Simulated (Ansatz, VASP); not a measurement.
## HgTe: VASP beside Ansatz

```
Hg Te
1.0
     0.00806    3.22350    3.22350
     3.22350    0.00806    3.22350
     3.23156    3.23156    0.00000
Hg Te
1 1
Direct
  0.00000 0.00000 0.00000
  0.75000 0.75000 0.75000
```

Change from the starting cell: strain +0.0050 x Voigt [0, 0, 0, 0, 0, 1], atoms carried along.

Alike in both runs: task single point; functional PBEsol; k mesh 14 × 14 × 14; occupations gaussian, width 0.15 eV; no spin polarisation.

|  | VASP | Ansatz |
| --- | --- | --- |
| version | VASP 6.6.1 | Ansatz 0.2.0 |
| potentials or method | VASP PAW PBE potentials, release 64 (Hg, Te), cutoff 520 eV | scalar-relativistic, plane waves, PAW |
| valence electrons in the cell | 18 | 36 |

Ansatz gave:

- gap on the k mesh at the Fermi level (eV): none
- pressure (GPa): 1.3
- traceless stress, the component that is largest in VASP (GPa): -0.21
- rms of the force components (eV/Å): 0.017

Task: Estimate VASP's values.

Result: gap on the k mesh at the Fermi level (eV): none; pressure (GPa): 1.4; traceless stress, the component that is largest in VASP (GPa): -0.21; rms of the force components (eV/Å): 0.017.

VASP's potentials were made for PBE, not for PBEsol. Atom by atom the forces differ by 0.001 eV/Å (rms over components). A gap of «none» marks a metal or a gap that the smearing closes. With one functional, cell and mesh, what is left measures potentials, basis and numerics. VASP's potentials hold 18 valence electrons a cell and Ansatz's 36, so a difference there can come from the potentials and not from the codes.

Spin-orbit coupling is off throughout.
